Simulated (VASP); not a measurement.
# MgO (P3m1) in VASP: a series of runs, part 2 of 2

VASP 6.6.1.

### Step 4. Single point, PBEsol (atom 6 (O) moved by +0.000 Å along [1 0 0] and +0.390 Å along [0 0 1])

INCAR reads:

```
PREC     = Accurate       # precision mode
ENCUT    = 520            # plane-wave cutoff, eV
EDIFF    = 1E-7           # SCF threshold, eV
ISMEAR   = 0              # smearing method
SIGMA    = 0.05           # smearing width, eV
LREAL    = False          # projectors in reciprocal space
LASPH    = True           # aspherical terms in the spheres
NELM     = 60             # most SCF steps
ALGO     = Normal         # electronic algorithm
ISIF     = 2              # what is computed and relaxed
LWAVE    = False          # write WAVECAR
LCHARG   = True           # write CHGCAR
GGA      = PS             # functional
LELF     = True           # ELF
LVHAR    = True         
NBANDS   = 26             # bands
```

KPOINTS reads:

```
regular mesh
0
Gamma
  9 9 4
```

POSCAR reads:

```
MgO
1.0
    3.2553371795      0.0000000000      0.0000000000
   -1.6276685897      2.8192046953      0.0000000000
    0.0000000000      0.0000000000     10.4149514991
Mg O
4 4
Direct
    0.3333333333      0.6666666667      0.9695963559
    0.0000000000      0.0000000000      0.2209473890
    0.0000000000      0.0000000000      0.7209473890
    0.6666666667      0.3333333333      0.4695963559
    0.3333333333      0.6666666667      0.7799156657
    0.0000000000      0.0000000000      0.5669849351
    0.0000000000      0.0000000000      0.0295387694
    0.6666666667      0.3333333333      0.2799156657
```

Potentials or basis: VASP PAW PBE potentials, release 64 (Mg, O).

On the command line:

```console
$ cat potpaw_PBE.64/Mg/POTCAR potpaw_PBE.64/O/POTCAR > POTCAR
$ mpirun -np 1 vasp_std > vasp.out
```

OUTCAR:

```text
PREC = Accurate
   ENCUT = 520
   EDIFF = 1E-7
   ISMEAR = 0
   LREAL = False
   LASPH = True
   NELM = 60
   ISIF = 2
   GGA = PS

 ion  position               nearest neighbor table
   1  0.333  0.667  0.970-   5 1.98   7 1.98   7 1.98   7 1.98   3 3.20   3 3.20   3 3.20   2 3.22
                             2 3.22   2 3.22
   2  0.000  0.000  0.221-   8 1.98   8 1.98   8 1.98   7 1.99   4 3.20   4 3.20   4 3.20   1 3.22
                             1 3.22   1 3.22
[... 915 lines left out ...]
  -------------------------------------------------------------------------------------
  Total       -0.9163578     -0.9163578     11.1541403     -0.0000000     -0.0000000      0.0000000
  in kB      -15.3601622    -15.3601622    186.9678110     -0.0000000     -0.0000000      0.0000000
  external PRESSURE =      52.0824955 kB  Pullay stress =       0.0000000 kB

 VOLUME and BASIS-vectors are now :
 -----------------------------------------------------------------------------
  energy-cutoff  :      520.00
  volume of cell :       95.58
      direct lattice vectors                 reciprocal lattice vectors
     3.255337180  0.000000000  0.000000000     0.307187841  0.177354983  0.000000000
    -1.627668590  2.819204695  0.000000000     0.000000000  0.354709965  0.000000000
     0.000000000  0.000000000 10.414951499     0.000000000  0.000000000  0.096015810

 POSITION                                       TOTAL-FORCE (eV/Angst)
 -----------------------------------------------------------------------------------
     -0.00000      1.87947     10.09830        -0.000000      0.000000     -0.791338
      0.00000      0.00000      2.30116        -0.000000      0.000000     -0.808408
      0.00000      0.00000      7.50863        -0.000000      0.000000      8.311619
      1.62767      0.93973      4.89082        -0.000000     -0.000000      2.401155
     -0.00000      1.87947      8.12278         0.000000      0.000000      0.849354
      0.00000      0.00000      5.90512        -0.000000      0.000000    -11.523479
      0.00000      0.00000      0.30764         0.000000      0.000000      0.803997
      1.62767      0.93973      2.91531         0.000000     -0.000000      0.757099
 -----------------------------------------------------------------------------------
    total drift:                               -0.000000     -0.000001     -0.001540

  FREE ENERGIE OF THE ION-ELECTRON SYSTEM (eV)
  ---------------------------------------------------
  free  energy   TOTEN  =       -47.2009870252 eV

  energy  without entropy=      -47.2009870252  energy(sigma->0) =      -47.20098703
```

OSZICAR:

```text
N       E                     dE             d eps       ncg     rms          rms(c)
DAV:   1     0.138147518932E+03    0.13815E+03   -0.14464E+04  2236   0.107E+03
DAV:   2    -0.452480984371E+02   -0.18340E+03   -0.17280E+03  2960   0.231E+02
DAV:   3    -0.558267057756E+02   -0.10579E+02   -0.10525E+02  2784   0.565E+01
DAV:   4    -0.558917551736E+02   -0.65049E-01   -0.65026E-01  2614   0.518E+00
DAV:   5    -0.558921490670E+02   -0.39389E-03   -0.39385E-03  2796   0.403E-01    0.161E+01
DAV:   6    -0.475463442593E+02    0.83458E+01   -0.29707E+01  2612   0.315E+01    0.567E+00
DAV:   7    -0.473386844257E+02    0.20766E+00   -0.61711E-01  2606   0.542E+00    0.324E+00
DAV:   8    -0.472070657288E+02    0.13162E+00   -0.27546E-01  2728   0.500E+00    0.498E-01
DAV:   9    -0.472046359495E+02    0.24298E-02   -0.37895E-02  2846   0.128E+00    0.319E-01
DAV:  10    -0.472028982172E+02    0.17377E-02   -0.14813E-02  2726   0.770E-01    0.285E-01
DAV:  11    -0.472012147786E+02    0.16834E-02   -0.28126E-03  2804   0.469E-01    0.859E-02
DAV:  12    -0.472010066526E+02    0.20813E-03   -0.77869E-04  2734   0.235E-01    0.323E-02
DAV:  13    -0.472009877577E+02    0.18895E-04   -0.16549E-04  2840   0.957E-02    0.117E-02
DAV:  14    -0.472009867474E+02    0.10104E-05   -0.14911E-05  2792   0.281E-02    0.763E-03
DAV:  15    -0.472009869925E+02   -0.24513E-06   -0.38724E-06  2748   0.169E-02    0.465E-03
DAV:  16    -0.472009870252E+02   -0.32715E-07   -0.89814E-07  2692   0.749E-03
   1 F= -.47200987E+02 E0= -.47200987E+02  d E =-.302356E-19
```

stdout:

```text
POSCAR found type information on POSCAR MgO
 POSCAR found :  2 types and       8 ions
 scaLAPACK will be used
 -----------------------------------------------------------------------------
|                                                                             |
|                                                                             |
|     You enforced a specific xc type in the INCAR file but a different       |
|     I HOPE YOU KNOW WHAT YOU ARE DOING!                                     |
|                                                                             |
 -----------------------------------------------------------------------------

 LDA part: xc-table for (Slater+PW92), standard interpolation
 POSCAR, INCAR and KPOINTS ok, starting setup
 FFT: planning ... GRIDC
 FFT: planning ... GRID_SOFT
 FFT: planning ... GRID
 WAVECAR not read
 entering main loop
```

It took 3.2 min on 1 thread of Intel Xeon 8259CL, shared host; peak memory 0.24 GiB.

What came out:

```
Free energy            : -47.2010 eV
Pressure               : 5.2 GPa
Largest force          : 11.523 eV/Å
Band gap on the k mesh : 1.99 eV
```

Forces on the atoms (eV/Å):
```
Mg    0.000   0.000  -0.791
Mg    0.000   0.000  -0.808
Mg    0.000   0.000   8.312
Mg    0.000   0.000   2.401
O     0.000   0.000   0.849
O     0.000   0.000 -11.523
O     0.000   0.000   0.804
O     0.000   0.000   0.757
```

Caveat: the cell differs from its parent crystal (atom 6 (O) moved by +0.000 Å along [1 0 0] and +0.390 Å along [0 0 1]); the stress differs along the axes, from -2 to 19 GPa; the PAW data sets were made with another functional, which shifts forces and pressure a little. A k mesh can miss the band edges.

### Step 5. Single point, PBEsol (atom 6 (O) moved by +0.000 Å along [1 0 0] and -0.650 Å along [0 0 1])

INCAR reads:

```
SYSTEM = MgO
PREC = Accurate
ENCUT = 520
EDIFF = 1E-6
ISMEAR = 0
SIGMA = 0.05
LREAL = .False.
LASPH = .True.
NELM = 100
ALGO = Normal
ISIF = 2
LWAVE = .False.
LCHARG = .False.
GGA = PS
NBANDS = 26
```

KPOINTS reads:

```
Automatic mesh
0
Gamma
  9 9 4
  0 0 0
```

Edit POSCAR of step 4 so:

```diff
@@ -13,3 +13,3 @@
     0.3333333333      0.6666666667      0.7799156657
-    0.0000000000      0.0000000000      0.5669849351
+    0.0000000000      0.0000000000      0.4671284932
     0.0000000000      0.0000000000      0.0295387694
```

On the command line:

```console
$ cat potpaw_PBE.64/Mg/POTCAR potpaw_PBE.64/O/POTCAR > POTCAR
$ mpirun -np 1 vasp_std > vasp.out
```

Run time: 2.7 min. Hardware: 1 thread of Intel Xeon 8259CL, shared host; peak memory 0.24 GiB.

It converged, with:

| Item | Value |
| --- | --- |
| Free energy | -47.2265 eV |
| Pressure | 3.1 GPa |
| Largest force | 3.973 eV/Å |
| Band gap on the k mesh | 0.93 eV |

Forces on the atoms (eV/Å):
```
Mg   0.000  0.000  1.116
Mg   0.000  0.000  1.220
Mg   0.000  0.000 -0.001
Mg   0.000  0.000 -2.586
O    0.000  0.000 -1.043
O    0.000  0.000  3.973
O    0.000  0.000 -1.130
O    0.000  0.000 -1.549
```

Stress tensor (GPa, compression positive):
```
 5.52  0.00  0.00
 0.00  5.52  0.00
 0.00  0.00 -1.65
```

Levels at points of the mesh, in eV from the valence-band top:
```csv
k point,band 14,band 15,band 16,band 17,band 18,band 19
"(0.00, 0.00, 0.00)",-0.74,0.00,0.00,0.93,3.83,4.89
"(0.00, 0.00, 0.50)",-1.23,0.00,0.00,1.42,3.20,5.66
```

Caveat: the cell differs from its parent crystal (atom 6 (O) moved by +0.000 Å along [1 0 0] and -0.650 Å along [0 0 1]); the stress differs along the axes, from -2 to 6 GPa; the PAW data sets were made with another functional, which shifts forces and pressure a little. A k mesh can miss the band edges.

### Step 6. Overview

| cell | gap on the mesh (eV) | pressure (GPa) | largest force (eV/Å) |
| --- | --- | --- | --- |
| as given, atomic positions A | 2.03 | 1.5 | 3.26 |
| as given, atomic positions B | 0.85 | 21.5 | 36.78 |
| as given, atomic positions C | 1.99 | 5.2 | 11.52 |
| as given, atomic positions D | 0.93 | 3.1 | 3.97 |

Alike in all rows: task single point; level PBEsol; potentials or basis VASP PAW PBE potentials, release 64 (Mg, O); no spin polarisation; k mesh 9 × 9 × 4; cutoff (eV) 520; smearing gaussian 0.05 eV.

Caveats: the PAW data sets were made with another functional, which shifts forces and pressure a little; the stress differs along the axes, from -2 to 3 GPa (at least some runs); atoms lie so close that the PAW spheres overlap strongly, which falsifies energies and pressures (at least some runs); the stress differs along the axes, from -1 to 66 GPa (at least some runs); the stress differs along the axes, from -2 to 19 GPa (at least some runs); the stress differs along the axes, from -2 to 6 GPa (at least some runs).

Total energies depend on the potentials used, so only differences within one code and one set of settings carry meaning.
